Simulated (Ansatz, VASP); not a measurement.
**NbAs in VASP and in Ansatz**

```
Nb As
1.0
     0.00000    2.89078    2.89078
     2.89078    0.00000    2.89078
     2.89078    2.89078    0.00000
Nb As
1 1
Direct
  0.00000 0.00000 0.00000
  0.25000 0.25000 0.25000
```

Alike in both runs: task single point; functional PBEsol; k mesh 10 × 10 × 10; occupations gaussian, width 0.05 eV; no spin polarisation.

|  | VASP | Ansatz |
| --- | --- | --- |
| version | VASP 6.6.1 | Ansatz 0.2.0 |
| potentials or method | VASP PAW PBE potentials, release 64 (Nb_sv, As), cutoff 520 eV | scalar-relativistic, plane waves, PAW |
| valence electrons in the cell | 18 | 28 |

|  | VASP | Ansatz | Ansatz less VASP |
| --- | --- | --- | --- |
| gap on the k mesh at the Fermi level (eV) | none | none | - |
| pressure (GPa) | -1.8 | -1.9 | -0.14 |

VASP's potentials were made for PBE, not for PBEsol. A gap of «none» marks a metal or a gap that the smearing closes. The functional is the same, so the differences come from potentials, cutoffs and numerics. VASP's potentials hold 18 valence electrons a cell and Ansatz's 28, so a difference there can come from the potentials and not from the codes.
